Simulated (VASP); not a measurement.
# Br (P6_3/mmc) in VASP: single point with r2SCAN

Aim: the single point of Br with r2SCAN.

Program: VASP 6.6.1. These are calculated values, not measurements. Logs are shortened: lines on timing, memory, paths and dates and some standing lists are left out, and cuts for length are marked.

## Step 1: The cell of the first run

The structure is hexagonal, space group P6_3/mmc (No. 194). Conventional cell: a = 4.263 Å, b = 4.263 Å, c = 6.964 Å, α = 90.00°, β = 90.00°, γ = 120.00°. Br (site symmetry -6m2) has 12 Br at 4.26 Å within 5.6 Å.

## Step 2: Single point, r2SCAN

POSCAR reads:

```
Br
1.0
    4.2630080000      0.0000000000      0.0000000000
   -2.1315040000      3.6918760000      0.0000000000
    0.0000000000      0.0000000000      6.9643080000
Br
2
Direct
    0.3333300000      0.6666700000      0.2500000000
    0.6666600000      0.3333300000      0.7500000000
```

INCAR.step1 reads:

```
PREC = Accurate
ENCUT = 520
ISMEAR = -5
SIGMA = 0.1
LREAL = F
LASPH = T
NELM = 100
NBANDS = 14
GGA = PE
ALGO = Normal
EDIFF = 1E-4
LWAVE = T
LCHARG = F
```

INCAR.step2 reads:

```
PREC = Accurate
ENCUT = 520
EDIFF = 1E-7
ISMEAR = -5
SIGMA = 0.1
LREAL = F
LASPH = T
NELM = 100
ALGO = Normal
ISIF = 2
LWAVE = F
LCHARG = F
METAGGA = R2SCAN
LMIXTAU = T
NBANDS = 14
ISTART = 1
```

KPOINTS reads:

```
Automatic mesh
0
Gamma
  7 7 4
```

Potentials or basis: VASP PAW PBE potentials, release 64 (Br).

On the command line:

```bash
$ cat potpaw_PBE.64/Br/POTCAR > POTCAR
$ cp INCAR.step1 INCAR
$ mpirun -np 1 vasp_std > vasp.out
$ cp INCAR.step2 INCAR
$ mpirun -np 1 vasp_std > vasp.out
```

OUTCAR:

```text
PREC = Accurate
   ENCUT = 520
   EDIFF = 1E-7
   ISMEAR = -5
   LREAL = F
   LASPH = T
   NELM = 100
   ISIF = 2
   METAGGA = R2SCAN
   ISTART = 1

 ion  position               nearest neighbor table
   1  0.333  0.667  0.250-
   2  0.667  0.333  0.750-

  LATTYP: Found a hexagonal cell.
 ALAT       =     4.2630080000
 C/A-ratio  =     1.6336605514

  Lattice vectors:

 A1 = (   4.2630080000,   0.0000000000,   0.0000000000)
 A2 = (  -2.1315040000,   3.6918760000,   0.0000000000)
 A3 = (   0.0000000000,   0.0000000000,   6.9643080000)

Analysis of symmetry for initial positions (statically):
=====================================================================
 Subroutine PRICEL returns:
 Original cell was already a primitive cell.

 Routine SETGRP: Setting up the symmetry group for a
 hexagonal supercell.

 Subroutine GETGRP returns: Found  8 space group operations
 (whereof  2 operations were pure point group operations)
 out of a pool of 24 trial point group operations.

The static configuration has the point symmetry C_2 .
 The point group associated with its full space group is D_2h.

Analysis of symmetry for dynamics (positions and initial velocities):
=====================================================================
 Subroutine PRICEL returns:
 Original cell was already a primitive cell.

 Routine SETGRP: Setting up the symmetry group for a
 hexagonal supercell.

 Subroutine GETGRP returns: Found  8 space group operations
 (whereof  2 operations were pure point group operations)
 out of a pool of 24 trial point group operations.

The dynamic configuration has the point symmetry C_2 .
 The point group associated with its full space group is D_2h.

 Subroutine INISYM returns: Found  8 space group operations
 (whereof  2 operations are pure point group operations),
 and found     1 'primitive' translations

----------------------------------------------------------------------------------------

                                     Primitive cell

  volume of cell :     109.6077

  direct lattice vectors                    reciprocal lattice vectors
     4.263008000  0.000000000  0.000000000     0.234576149  0.135432501  0.000000000
    -2.131504000  3.691876000  0.000000000     0.000000000  0.270865002  0.000000000
     0.000000000  0.000000000  6.964308000     0.000000000  0.000000000  0.143589284

  length of vectors
     4.263008000  4.263010404  6.964308000     0.270865155  0.270865002  0.143589284

  position of ions in fractional coordinates (direct lattice)
     0.333330000  0.666670000  0.250000000
     0.666660000  0.333330000  0.750000000

  ion indices of the primitive-cell ions
   primitive index   ion index
                 1           1
                 2           2

----------------------------------------------------------------------------------------

 KPOINTS: Automatic mesh

Automatic generation of k-mesh.
 Grid dimensions read from file:
 generate k-points for:    7    7    4

 Generating k-lattice:

  Cartesian coordinates                     Fractional coordinates (reciprocal lattice)
     0.033510878  0.019347500  0.000000000     0.142857143  0.000000000  0.000000000
     0.000000000  0.038695000  0.000000000     0.000000000  0.142857143  0.000000000
     0.000000000  0.000000000  0.035897321     0.000000000  0.000000000  0.250000000

  Length of vectors
     0.038695022  0.038695000  0.035897321

  Shift w.r.t. Gamma in fractional coordinates (k-lattice)
     0.000000000  0.000000000  0.000000000

 TETIRR: Found    498 inequivalent tetrahedra from     1176

 Subroutine IBZKPT returns following result:
 ===========================================

 Found     48 irreducible k-points:

 Following reciprocal coordinates:
            Coordinates               Weight
  0.000000  0.000000  0.000000      1.000000
  0.142857  0.000000  0.000000      4.000000
  0.000000  0.142857  0.000000      2.000000
  0.285714  0.000000  0.000000      4.000000
  0.000000  0.285714  0.000000      2.000000
  0.428571  0.000000  0.000000      4.000000
[... 16 lines left out ...]
  0.000000  0.428571  0.250000      4.000000
  0.142857  0.142857  0.250000      8.000000
 [... further k-points ...]
   k-points           NKPTS =     48   k-points in BZ     NKDIM =     48   number of bands    NBANDS=     14
   number of dos      NEDOS =    301   number of ions     NIONS =      2
   total plane-waves  NPLWV =  55296
   dimension x,y,z NGX =    32 NGY =   32 NGZ =   54
   dimension x,y,z NGXF=    64 NGYF=   64 NGZF=  108
   ions per type =               2
   NGX,Y,Z   is equivalent  to a cutoff of  12.48, 12.48, 12.89 a.u.
   NGXF,Y,Z  is equivalent  to a cutoff of  24.96, 24.96, 25.78 a.u.
 SYSTEM =  unknown system
   PREC   = accura    normal or accurate (medium, high low for compatibility)
   ISTART =      1    job   : 0-new  1-cont  2-samecut
   ICHARG =      0    charge: 1-file 2-atom 10-const
   ISPIN  =      1    spin polarized calculation?
   LNONCOLLINEAR =      F non collinear calculations
   LSORBIT =      F    spin-orbit coupling
   LASPH  =      T    aspherical Exc in radial PAW
   ENCUT  =  520.0 eV  38.22 Ry    6.18 a.u.   7.93  7.93 12.95*2*pi/ulx,y,z
   NELM   =    100;   NELMIN=  2; NELMDL=  0     # of ELM steps
   EDIFF  = 0.1E-06   stopping-criterion for ELM
   LREAL  =      F    real-space projection
   EDIFFG = 0.1E-05   stopping-criterion for IOM
   NSW    =      0    number of steps for IOM
   IBRION =     -1    ionic relax: 0-MD 1-quasi-New 2-CG
   NFREE  =      0    steps in history (QN), initial steepest desc. (CG)
   ISIF   =      2    stress and relaxation
   ISYM   =      2    0-nonsym 1-usesym 2-fastsym
   POTIM  = 0.5000    time-step for ionic-motion
   TEBEG  =    0.0;   TEEND  =   0.0 temperature during run
   PSTRESS=    0.0 pullay stress
   NELECT =      14.0000    total number of electrons
   NUPDOWN=      -1.0000    fix difference up-down
   EMIN   =  10.00;   EMAX   =-10.00  energy-range for DOS
   EFERMI =   0.00;   METHOD = LEGACY
   ISMEAR =    -5;   SIGMA  =   0.10  broadening in eV -4-tet -1-fermi 0-gaus
   EFERMI_NEDOS =   21; number of points for ismear=-14 and -15
   IALGO  =     38    algorithm
   IMIX   =      4    mixing-type and parameters
     AMIX     =   0.40;   BMIX     =  1.00
     AMIX_MAG =   1.60;   BMIX_MAG =  1.00
  volume/ion in A,a.u.               =      54.80       369.83
  Fermi-wavevector in a.u.,A,eV,Ry     =   0.824462  1.558007  9.248382  0.679737
  Thomas-Fermi vector in A             =   1.936150
   LORBIT       =      0    0 simple, 1 ext, 2 COOP (PROOUT), +10 PAW based schemes
   METAGGA = R2SCAN    functional components
   LHFCALC =     F    Hartree Fock is set to
   AEXX    =    0.0000 exact exchange contribution
   IVDW    =     0    specifies the selected vdW correction
   LEPSILON=     F    determine dielectric tensor
   LRPA    =     F    only Hartree local field effects (RPA)
 non-spin polarized calculation
 Fermi weights with tetrahedron method with Bloechl corrections
  energy-cutoff  :      520.00
  volume of cell :      109.61
 maximum number of plane-waves:      2976
   NGX = 15   NGY = 15   NGZ = 25

 number of electron      14.0000000 magnetization

 Free energy of the ion-electron system (eV)
  ---------------------------------------------------
  ext. energy  EPLUGINS =         0.00000000
  ---------------------------------------------------
  free energy    TOTEN  =       -23.82405699 eV

  energy without entropy =      -23.82405699  energy(sigma->0) =      -23.82405699

 E-fermi :  -4.1893     XC(G=0):  -6.4621

 val. band max:       -4.1361202035   @ k =   0.0000   0.0000   0.0000
 cond. band min:      -4.2061766292   @ k =   0.2857   0.0000   0.5000
 fundamental gap:     -0.0700564257
 Fermi energy:        -4.1892552245

 k-point     1 :       0.0000    0.0000    0.0000
  band No.  band energies     occupation
      1     -17.4913      2.00000
      2     -17.3188      2.00000
      3      -5.3618      2.00000
      4      -4.1361      1.72212
      5      -4.1361      0.59036
      6      -3.9767     -0.53879
      7      -3.9767      0.00000
      8      -3.9685      0.00000
      9       2.6648      0.00000
     10       4.8354      0.00000
     11       7.4659      0.00000
     12       8.4322      0.00000
     13       8.4322      0.00000
     14       8.5269      0.00000

 k-point     2 :       0.1429    0.0000    0.0000
  band No.  band energies     occupation
      1     -17.4629      2.00000
      2     -17.3050      2.00000
      3      -5.2757      2.00000
      4      -4.3657      2.01345
      5      -4.2136      1.86637
      6      -4.2026      1.46558
      7      -4.0023      0.00000
      8      -3.9989      0.00000
      9       3.1387      0.00000
     10       5.2988      0.00000
     11       7.0427      0.00000
     12       7.4721      0.00000
     13       8.4618      0.00000
     14       8.8499      0.00000

 k-point     3 :       0.0000    0.1429    0.0000
  band No.  band energies     occupation
      1     -17.4629      2.00000
      2     -17.3050      2.00000
      3      -5.2757      2.00000
      4      -4.3657      2.01383
      5      -4.2136      1.87602
      6      -4.2026      1.44735
      7      -4.0023      0.00000
      8      -3.9989      0.00000
      9       3.1387      0.00000
     10       5.2988      0.00000
     11       7.0428      0.00000
     12       7.4721      0.00000
     13       8.4618      0.00000
     14       8.8499      0.00000
[... 324 lines left out ...]
 k-point    23 :       0.0000    0.4286    0.2500
  band No.  band energies     occupation
      1     -17.3202      2.00000
      2     -17.2729      2.00000
      3      -5.2708      2.00000
      4      -5.0910      2.00000
      5      -4.5866      2.00000
      6      -4.3901      2.00000
      7      -4.2264      1.95580
      8      -4.1750      0.70635
      9       4.7492      0.00000
     10       5.2607      0.00000
     11       6.2754      0.00000
     12       6.7303      0.00000
     13       8.1240      0.00000
     14       8.2259      0.00000

 k-point    24 :       0.1429    0.1429    0.2500
  band No.  band energies     occupation
      1     -17.3957      2.00000
      2     -17.3037      2.00000
      3      -5.0620      2.00000
      4      -4.6952      2.00000
      5      -4.5230      2.00000
      6      -4.3031      2.09191
      7      -4.1429      0.21369
      8      -4.0969     -0.11626
      9       4.1700      0.00000
     10       5.6731      0.00000
     11       6.4241      0.00000
     12       6.9116      0.00000
     13       7.8520      0.00000
     14       8.1899      0.00000

 [... further k-points ...]

------------------------ aborting loop because EDIFF is reached ----------------------------------------

  FORCE on cell =-STRESS in cart. coord.  units (eV):
  Direction    XX          YY          ZZ          XY          YZ          ZX
  --------------------------------------------------------------------------------------
  -------------------------------------------------------------------------------------
  Total       -1.8814711     -1.9016056     -1.8020278      0.0000000      0.0000000      0.0000000
  in kB      -27.5021663    -27.7964797    -26.3409146      0.0000000      0.0000000      0.0000000
  external PRESSURE =     -27.2131869 kB  Pullay stress =       0.0000000 kB

 VOLUME and BASIS-vectors are now :
 -----------------------------------------------------------------------------
  energy-cutoff  :      520.00
  volume of cell :      109.61
      direct lattice vectors                 reciprocal lattice vectors
     4.263008000  0.000000000  0.000000000     0.234576149  0.135432501  0.000000000
    -2.131504000  3.691876000  0.000000000     0.000000000  0.270865002  0.000000000
     0.000000000  0.000000000  6.964308000     0.000000000  0.000000000  0.143589284

 POSITION                                       TOTAL-FORCE (eV/Angst)
 -----------------------------------------------------------------------------------
     -0.00002      2.46126      1.74108         0.000000      0.000896     -0.000000
      2.13148      1.23061      5.22323         0.000000     -0.000896      0.000000
 -----------------------------------------------------------------------------------
    total drift:                               -0.000000     -0.000000     -0.000000

  FREE ENERGIE OF THE ION-ELECTRON SYSTEM (eV)
  ---------------------------------------------------
  free  energy   TOTEN  =       -23.8240569940 eV

  energy  without entropy=      -23.8240569940  energy(sigma->0) =      -23.82405699
```

Run time: 3.8 min. Hardware: 1 thread of AMD EPYC 7R13 (Zen 3), shared host; peak memory 0.23 GiB.

Results:

```
Free energy            : -23.8241 eV
Pressure               : -2.7 GPa
Band gap on the k mesh : zero (band 7 reaches -3.98 eV, above the bottom of band 8 at -4.37 eV)
```

Caveat: the PAW data sets were made with another functional, which shifts forces and pressure a little; tetrahedron occupations give inexact forces and stress in metals.
